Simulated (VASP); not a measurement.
Wanted: the native input for a VASP 6.6.1 run.

| Quantity | Value |
| --- | --- |
| Task | single point |
| Functional | PBEsol |
| Potentials or basis | VASP PAW PBE potentials, release 64 (Al, In_d, As) |
| Cutoff | 520 eV |
| k mesh | 1 × 1 × 1, shifted |
| Occupations | fermi-dirac, width 0.05 eV |
| Spin | no spin polarisation |
| Dipole correction | no |
| Further INCAR settings | LREAL = Auto; ALGO = Normal; EDIFF = 1e-07; NBANDS = 186; ISYM = 0 |

The structure of Al7InAs8 lies in POSCAR:

```
Al7InAs8
1.0
   11.4448475028      0.0000000000      0.0000000000
    0.0000000000     11.4448475028      0.0000000000
    0.0000000000      0.0000000000     11.4448475028
Al In As
28 4 32
Direct
    0.9982700000      0.9979310000      0.9996240000
    0.0000970000      0.9997630000      0.4998550000
    0.9983650000      0.5017050000      0.9994270000
    0.5019040000      0.9981320000      0.9994720000
    0.5026620000      0.5024590000      0.0000390000
    0.2482010000      0.2478440000      0.4987910000
    0.2499890000      0.7496770000      0.9999070000
    0.2486330000      0.7519260000      0.4990600000
    0.7499180000      0.2496510000      0.9999210000
    0.7523210000      0.2481370000      0.4991120000
    0.7501270000      0.7497710000      0.9999240000
    0.7523640000      0.7519850000      0.4990570000
    0.2479040000      0.9973220000      0.2495300000
    0.2476890000      0.9978600000      0.7496690000
    0.2495760000      0.5014930000      0.2480850000
    0.2503190000      0.5009710000      0.7521520000
    0.7513120000      0.9993300000      0.2476860000
    0.7525790000      0.9997720000      0.7521670000
    0.7504730000      0.4988800000      0.2460440000
    0.7503050000      0.5000270000      0.7538260000
    0.9976900000      0.2476120000      0.2493620000
    0.9980680000      0.2477070000      0.7495870000
    0.9996310000      0.7510900000      0.2476120000
    0.9999860000      0.7522880000      0.7519040000
    0.5018990000      0.2494250000      0.2481510000
    0.5012900000      0.2502760000      0.7519830000
    0.4993920000      0.7502330000      0.2459870000
    0.5002890000      0.7501850000      0.7538580000
    0.0014850000      0.5009690000      0.5011950000
    0.5011770000      0.0012030000      0.5013140000
    0.5012220000      0.5010630000      0.5012070000
    0.2511870000      0.2506350000      0.0006790000
    0.1179110000      0.1174850000      0.1291770000
    0.1242660000      0.1241000000      0.6248230000
    0.1241570000      0.6251510000      0.1237860000
    0.1321190000      0.6329330000      0.6324020000
    0.6254120000      0.1239170000      0.1238030000
    0.6332680000      0.1318040000      0.6324810000
    0.6259170000      0.6255400000      0.1240320000
    0.6331940000      0.6329940000      0.6325400000
    0.3836870000      0.3834050000      0.1308280000
    0.3682110000      0.3680620000      0.6308010000
    0.3747150000      0.8759760000      0.1234670000
    0.3697340000      0.8681850000      0.6305890000
    0.8762360000      0.3744350000      0.1234520000
    0.8684060000      0.3695950000      0.6305020000
    0.8747700000      0.8745570000      0.1233530000
    0.8761730000      0.8759770000      0.6250850000
    0.3693270000      0.1295570000      0.3675290000
    0.3809130000      0.1170100000      0.8687010000
    0.3688600000      0.6318110000      0.3689610000
    0.3759820000      0.6242960000      0.8768760000
    0.8749830000      0.1231440000      0.3751790000
    0.8759940000      0.1244770000      0.8769680000
    0.8695670000      0.6296460000      0.3678030000
    0.8753020000      0.6264560000      0.8756210000
    0.1298550000      0.3689510000      0.3674750000
    0.1173750000      0.3805110000      0.8689530000
    0.1234450000      0.8745910000      0.3753170000
    0.1246530000      0.8755850000      0.8769620000
    0.6321030000      0.3685500000      0.3692030000
    0.6245450000      0.3757020000      0.8769320000
    0.6299160000      0.8692820000      0.3679540000
    0.6267510000      0.8750000000      0.8757900000
```

One way to write it, as run:

INCAR

```
PREC = Accurate ; ENCUT = 520
EDIFF = 1E-7 ; ISMEAR = -1
SIGMA = 0.05 ; LREAL = Auto
LASPH = True ; NELM = 100
ALGO = Normal ; ISIF = 2
LWAVE = False ; LCHARG = False
GGA = PS ; NBANDS = 186
ISYM = 0
```

KPOINTS

```
Automatic mesh
0
Gamma
  1 1 1
  0.25 0.25 0.25
```

Potentials or basis: VASP PAW PBE potentials, release 64 (Al, In_d, As).

Command:

```bash
$ cat potpaw_PBE.64/Al/POTCAR potpaw_PBE.64/In_d/POTCAR potpaw_PBE.64/As/POTCAR > POTCAR
$ mpirun -np 1 vasp_std > vasp.out
```

Results of the run:

The pressure is 0.3 GPa. The largest force is 0.079 eV/Å and the band gap on the k mesh is 1.89 eV.

Caveat: the PAW data sets were made with another functional, which shifts forces and pressure a little; spin-orbit coupling is left out, which moves the levels of the heavy elements; a shifted mesh leaves out Γ, where band edges can lie.

Run time: 36 min on 1 thread of Intel(R) Xeon(R) Platinum 8375C CPU @ 2.90GHz (Ice Lake), with other jobs on the host, peak memory 1.7 GiB.
